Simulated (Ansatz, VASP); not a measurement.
**BaO: VASP beside Ansatz**

INCAR

```
PREC     = Accurate       # precision mode
ENCUT    = 600            # plane-wave cutoff, eV
EDIFF    = 1E-6           # SCF threshold, eV
ISMEAR   = -1             # smearing method
SIGMA    = 0.02           # smearing width, eV
LREAL    = False          # projectors in reciprocal space
LASPH    = True           # aspherical terms in the spheres
NELM     = 120            # most SCF steps
ALGO     = Normal         # electronic algorithm
ISIF     = 2              # what is computed and relaxed
LWAVE    = False          # write WAVECAR
LCHARG   = False          # write CHGCAR
GGA      = PE             # functional
NBANDS   = 15             # bands
GGA_COMPAT= False
```

The input KPOINTS:

```
Automatic mesh
0
Gamma
  8 8 8
```

The input POSCAR:

```
BaO
1.0
    0.0000000000      2.6938617990      2.6938617990
    2.6938617990      0.0000000000      2.6938617990
    2.6938617990      2.6938617990      0.0000000000
Ba O
1 1
Direct
    0.0000000000      0.0000000000      0.0000000000
    0.5000000000      0.5000000000      0.5000000000
```

Input for Ansatz:

```yaml
crystal:
  lattice:
    - [0.0, 2.693861799, 2.693861799]
    - [2.693861799, 0.0, 2.693861799]
    - [2.693861799, 2.693861799, 0.0]
  atoms:
    - { symbol: Ba, position: [0.0, 0.0, 0.0] }
    - { symbol: O, position: [0.5, 0.5, 0.5] }
kpoints:
  mp_grid: { grid: [8, 8, 8] }
  band_path:
    path:
      - [0.0, 0.0, 0.0]
      - [0.5, 0.0, 0.5]
      - [0.625, 0.25, 0.625]
      - [0.375, 0.375, 0.75]
      - [0.0, 0.0, 0.0]
      - [0.5, 0.5, 0.5]
      - [0.5, 0.25, 0.75]
      - [0.5, 0.0, 0.5]
    npoints: 5
scf:
  occupations: { method: fermi_dirac, width: 0.02 }
hamiltonian:
  xc: pbe
  pseudopotentials: { kind: all_electron, lapw: { basis_error: 0.0005 } }
output:
  forces: true
  stress: true
  eigenvalues: true
```

Change from the starting cell: volume scaled by 0.94.

Alike in both runs: task single point; functional PBE; k mesh 8 × 8 × 8; occupations fermi-dirac, width 0.02 eV; no spin polarisation.

|  | VASP | Ansatz |
| --- | --- | --- |
| version | VASP 6.6.1 | Ansatz 0.2.0 |
| potentials or method | VASP PAW PBE potentials, release 64 (Ba_sv, O), cutoff 600 eV | all-electron LAPW, scalar-relativistic |

Ansatz gave:

| Item | Value |
| --- | --- |
| gap on the k mesh at the Fermi level (eV) | 1.73 |
| pressure (GPa) | 8.9 |

Q: What did VASP give for the same quantities?

A: gap on the k mesh at the Fermi level (eV): 1.65; pressure (GPa): 11.2.

Ansatz ran all-electron here, and VASP with PAW potentials.

Spin-orbit coupling is off throughout.
